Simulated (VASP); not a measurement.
A run of VASP 6.6.1 is set up as follows.

File INCAR:

```
  PREC = Accurate
  ENCUT = 520
  EDIFF = 1E-6
  ISMEAR = 0
  SIGMA = 0.01
  LREAL = F
  LASPH = T
  NELM = 100
  ALGO = Normal
  ISIF = 2
  LWAVE = F
  LCHARG = F
  GGA = PE
  NBANDS = 11
```

The input KPOINTS:

```
Automatic mesh
0
Gamma
  10 10 10
```

File POSCAR:

```
BAs
1.0
    0.0000000000      2.4046443035      2.4046443035
    2.4046443035      0.0000000000      2.4046443035
    2.4046443035      2.4046443035      0.0000000000
B As
1 1
Direct
    0.0000000000      0.0000000000      0.0000000000
    0.7500000000      0.7500000000      0.7500000000
```

Potentials or basis: VASP PAW PBE potentials, release 64 (B, As).

Run with:

```sh
$ cat potpaw_PBE.64/B/POTCAR potpaw_PBE.64/As/POTCAR > POTCAR
$ mpirun -np 1 vasp_std > vasp.out
```

Problem. Estimate the pressure.

Solution. 0.6 GPa.

Problem. What does it give for the band gap on the k mesh?

Solution. 1.20 eV, indirect (least direct gap 3.25 eV).

A k mesh can miss the band edges. As with any semilocal functional, this PBE gap is likely too small.
